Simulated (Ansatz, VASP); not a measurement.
# One calculation of Pb, two programs

The input INCAR:

```
ALGO     = Normal         # electronic algorithm
EDIFF    = 1E-6           # SCF threshold, eV
EDIFFG   = -0.01          # ionic threshold
ENCUT    = 600            # plane-wave cutoff, eV
GGA      = PS             # functional
IBRION   = 2              # ionic algorithm
ISIF     = 3              # what is computed and relaxed
ISMEAR   = -1             # smearing method
IVDW     = 12             # dispersion correction
LASPH    = T              # aspherical terms in the spheres
LCHARG   = F              # write CHGCAR
LREAL    = F              # projectors in reciprocal space
LWAVE    = F              # write WAVECAR
NELM     = 80             # most SCF steps
NSW      = 80             # ionic steps
PREC     = Accurate       # precision mode
SIGMA    = 0.05           # smearing width, eV
```

The input KPOINTS:

```
k-points
0
Gamma
  9 9 9
```

Contents of POSCAR:

```
Pb
1.0
    0.0000000000      2.4750200000      2.4750200000
    2.4750200000      0.0000000000      2.4750200000
    2.4750200000      2.4750200000      0.0000000000
Pb
1
Direct
    0.0000000000      0.0000000000      0.0000000000
```

input.yaml

```yaml
crystal:
  lattice:
    - [0.0, 2.47502, 2.47502]
    - [2.47502, 0.0, 2.47502]
    - [2.47502, 2.47502, 0.0]
  atoms:
    - { symbol: Pb, position: [0.0, 0.0, 0.0] }
kpoints:
  mp_grid: { grid: [9, 9, 9] }
scf:
  occupations: { method: fermi_dirac, width: 0.05 }
hamiltonian:
  xc: pbesol
  dispersion: d3bj
  pseudopotentials: { kind: all_electron, lapw: { basis_error: 0.001 } }
output:
  forces: true
  stress: true
relax:
  f_tol: 0.01
  max_steps: 60
  cell: {}
```

Alike in both runs: task relaxation of cell and atoms; functional PBEsol; dispersion D3(BJ); k mesh 9 × 9 × 9; occupations fermi-dirac, width 0.05 eV; no spin polarisation.

|  | VASP | Ansatz |
| --- | --- | --- |
| version | VASP 6.6.1 | Ansatz 0.2.0 |
| potentials or method | VASP PAW PBE potentials, release 64 (Pb_d), cutoff 600 eV | all-electron LAPW, scalar-relativistic |

```tsv
	VASP	Ansatz	Ansatz less VASP
relaxed volume (Å³/atom)	28.50	28.50	+0.002
relaxed cell length with the largest relative difference (Å)	3.429	3.429	+0.0001
```

VASP's potentials were made for PBE, not for PBEsol. Ansatz ran all-electron here, and VASP with PAW potentials.

Neither program's run includes spin-orbit coupling.
